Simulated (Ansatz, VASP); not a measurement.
## Au: VASP beside Ansatz

INCAR

```
ALGO     = Normal         # electronic algorithm
EDIFF    = 1E-6           # SCF threshold, eV
ENCUT    = 500            # plane-wave cutoff, eV
GGA      = CA             # functional
GGA_COMPAT= False        
ISIF     = 2              # what is computed and relaxed
ISMEAR   = -1             # smearing method
LASPH    = True           # aspherical terms in the spheres
LCHARG   = True           # write CHGCAR
LELF     = True           # ELF
LREAL    = False          # projectors in reciprocal space
LVHAR    = True         
LWAVE    = False          # write WAVECAR
NBANDS   = 18             # bands
NELM     = 120            # most SCF steps
PREC     = Accurate       # precision mode
SIGMA    = 0.08           # smearing width, eV
```

The input KPOINTS:

```
k-points
0
Gamma
  15 15 8
```

The input POSCAR:

```
Au
1.0
    2.7474218176      0.0000000000      0.0000000000
   -1.3737109088      2.3793370890      0.0000000000
    0.0000000000      0.0000000000      4.5697047450
Au
2
Direct
    0.3333333333      0.6666666667      0.2500000000
    0.6666666667      0.3333333333      0.7500000000
```

Input for Ansatz:

```yaml
crystal:
  lattice:
    - [2.7474218176, 0.0, 0.0]
    - [-1.3737109088, 2.379337089, 0.0]
    - [0.0, 0.0, 4.569704745]
  atoms:
    - { symbol: Au, position: [0.3333333333, 0.6666666667, 0.25] }
    - { symbol: Au, position: [0.6666666667, 0.3333333333, 0.75] }
kpoints:
  mp_grid: { grid: [15, 15, 8] }
scf:
  occupations: { method: fermi_dirac, width: 0.08 }
hamiltonian:
  xc: lda
  pseudopotentials: { kind: all_electron, lapw: { basis_error: 0.001 } }
output:
  forces: true
  stress: true
  eigenvalues: true
  populations: true
```

Change from the starting cell: volume scaled by 0.9, LAPW.

Alike in both runs: task single point; functional LDA; k mesh 15 × 15 × 8; occupations fermi-dirac, width 0.08 eV; no spin polarisation.

|  | VASP | Ansatz |
| --- | --- | --- |
| version | VASP 6.6.1 | Ansatz 0.2.0 |
| potentials or method | VASP PAW LDA potentials, release 64 (Au), cutoff 500 eV | all-electron LAPW, scalar-relativistic |

|  | VASP | Ansatz | Ansatz less VASP |
| --- | --- | --- | --- |
| pressure (GPa) | 28.0 | 27.3 | -0.77 |
| traceless stress, the component that is largest in VASP (GPa) | -0.08 | 0.01 | +0.092 |

LDA's correlation is that of Perdew and Zunger in VASP and of Perdew and Wang (1992) in Ansatz. Ansatz ran all-electron here, and VASP with PAW potentials.

Neither program's run includes spin-orbit coupling.
